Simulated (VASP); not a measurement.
The system is Os.

```
Os
1.0
     2.74613    0.00000    0.00000
    -1.37307    2.37822    0.00000
     0.00000    0.00000    4.32631
Os
2
Cartesian
  0.0000 1.5855 1.0816
  1.3731 0.7927 3.2447
```

- Program: VASP 6.6.1
- Task: relaxation of cell and atoms
- Functional: PBE
- Potentials or basis: VASP PAW PBE potentials, release 64 (Os)
- Cutoff: 600 eV
- k mesh: 18 × 18 × 10
- Occupations: gaussian, width 0.1 eV
- Spin: no spin polarisation

At the start: pressure 4.4 GPa; volume 14.13 Å³/atom.

Question: How do energy, volume and symmetry change on relaxing?

Answer: Over 6 steps the energy falls by 2.2 meV/atom and the volume is 14.28 Å³/atom (+1.0 %); space group P6_3/mmc (No. 194, to 0.05 Å).

Step by step:
```csv
step,energy change (eV),largest force (eV/Å),pressure (GPa),volume (Å³)
1,0.0000,0.0000,4.42,28.25
2,0.0689,0.0000,-16.58,29.88
3,-0.0043,0.0000,-0.15,28.56
4,-0.0043,0.0000,-0.07,28.56
5,-0.0043,0.0000,0.08,28.54
6,-0.0044,0.0000,0.01,28.55
```

Final structure:
```yaml
crystal:
  lattice:
    - [2.75292, 0.00000, 0.00000]
    - [-1.37646, 2.38409, 0.00000]
    - [0.00000, 0.00000, 4.35016]
  atoms:
    - { symbol: Os, position: [0.33333, 0.66667, 0.25000] }
    - { symbol: Os, position: [0.66667, 0.33333, 0.75000] }
```
